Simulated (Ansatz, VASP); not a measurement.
Two plane-wave programs on Ge2Sb2Te5

```
Ge Sb Te
1.0
     4.26400    0.00000    0.00000
    -2.13200    3.69273    0.00000
     0.00000    0.00000   18.08655
Ge Sb Te
2 2 5
Direct
  0.00000 0.00000 0.33147
  0.00000 0.00000 0.66853
  0.33333 0.66667 0.11216
  0.66667 0.33333 0.88784
  0.00000 0.00000 0.00000
  0.33333 0.66667 0.79136
  0.66667 0.33333 0.20864
  0.33333 0.66667 0.40975
  0.66667 0.33333 0.59025
```

Alike in both runs: functional PBE; k mesh 9 × 9 × 2; occupations gaussian, width 0.01 eV; no spin polarisation.

Ansatz relaxed the structure, and its values are those at the end. VASP's run is a single point on that final structure, the one shown.

|  | VASP | Ansatz |
| --- | --- | --- |
| version | VASP 6.6.1 | Ansatz 0.2.0 |
| potentials or method | VASP PAW PBE potentials, release 64 (Ge_d, Sb, Te), cutoff 520 eV | scalar-relativistic, plane waves, PAW |
| valence electrons in the cell | 68 | 138 |

```csv
,VASP,Ansatz,Ansatz less VASP
gap on the k mesh at the Fermi level (eV),0.17,0.18,+0.009
least direct gap on the mesh (eV),0.25,0.25,-0.009
pressure (GPa),0.0,0.0,+0.01
rms of the force components (eV/Å),0.010,0.002,-0.0079
```

VASP's potentials hold 68 valence electrons a cell and Ansatz's 138, so a difference there can come from the potentials and not from the codes.

Neither program's run includes spin-orbit coupling.
